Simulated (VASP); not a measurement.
Hf: single point with LDA

The system is Hf.

```
Hf
1.0
     0.00000    2.22000    2.22000
     2.16450    0.00000    2.22000
     2.16450    2.22000    0.00000
Hf
1
Direct
  0.00000 0.00000 0.00000
```

This cell differs from its parent crystal: strain -0.0250 x Voigt [1, 0, 0, 0, 0, 0].

```
Program                : VASP 6.6.1
Task                   : single point
Functional             : LDA
Potentials or basis    : VASP PAW LDA potentials, release 64 (Hf_pv)
Cutoff                 : 520 eV
k mesh                 : 18 × 18 × 18
Occupations            : gaussian, width 0.15 eV
Spin                   : no spin polarisation
Dipole correction      : no
Further INCAR settings : ALGO = Normal; EDIFF = 1e-06; NBANDS = 11
```

```
Pressure               : -3.1 GPa
Band gap on the k mesh : zero (bands 5 and 6 overlap by 2.08 eV)
```

Stress tensor (GPa, compression positive):
```
-2.23  0.00  0.00
 0.00 -3.58  0.00
 0.00  0.00 -3.58
```

Levels at points of the mesh, in eV from the Fermi level:
```tsv
k point	band 3	band 4	band 5	band 6	band 7	band 8
(0.00, 0.00, 0.00)	-29.69	-7.31	1.24	1.24	1.54	4.04
(0.50, 0.00, 0.00)	-29.81	-3.78	0.89	0.92	1.27	6.43
(0.50, 0.50, 0.00)	-30.01	-3.49	-2.31	2.78	6.53	7.05
(0.00, 0.50, 0.50)	-30.07	-3.44	-2.38	3.20	6.51	7.23
```

It took 24 s on 1 thread of Intel(R) Xeon(R) 6975P-C (Granite Rapids), with other jobs on the host, peak memory 0.22 GiB.

Caveat: the cell differs from its parent crystal (strain -0.0250 x Voigt [1, 0, 0, 0, 0, 0]); the cell stands under tension; spin-orbit coupling is left out, which moves the levels of the heavy elements.
